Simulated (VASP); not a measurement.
## Ir: single point with PBE

Crystal: Ir.

```
Ir
1.0
     0.00000    2.17159    1.43846
     2.17159    0.00000    1.43846
     2.17159    2.17159    0.00000
Ir
1
Direct
  0.00000 0.00000 0.00000
```

```yaml
Program: VASP 6.6.1
Task: single point
Functional: PBE
Potentials_or_basis: VASP PAW PBE potentials, release 64 (Ir)
Cutoff: 520 eV
k_mesh: 22 × 22 × 22
Occupations: gaussian, width 0.15 eV
Spin: no spin polarisation
Dipole_correction: no
Further_INCAR_settings: ALGO = Normal; EDIFF = 1e-07; NBANDS = 10
```

```
Pressure               : 40.9 GPa
Band gap on the k mesh : zero (an odd number of electrons rules out a gap without spin polarisation)
```

Stress tensor (GPa, compression positive):
```
52.82  0.00  0.00
 0.00 52.82  0.00
 0.00  0.00 16.98
```

Levels at points of the mesh, in eV from the Fermi level:
```tsv
k point	band 2	band 3	band 4	band 5	band 6	band 7
(0.00, 0.00, 0.00)	-4.38	-3.66	-3.66	-1.29	-0.02	16.53
(0.50, 0.00, 0.00)	-6.21	-0.63	0.04	0.37	2.60	9.06
(0.50, 0.50, 0.00)	-7.74	1.66	1.66	2.03	7.56	7.56
(0.50, 0.00, 0.50)	-5.40	-1.50	-0.44	-0.22	2.42	8.45
```

Run time: 39 s on 1 thread of Intel(R) Xeon(R) 6975P-C (Granite Rapids), with other jobs on the host, peak memory 0.23 GiB.

Caveat: the cell stands under pressure; spin-orbit coupling is left out, which moves the levels of the heavy elements.
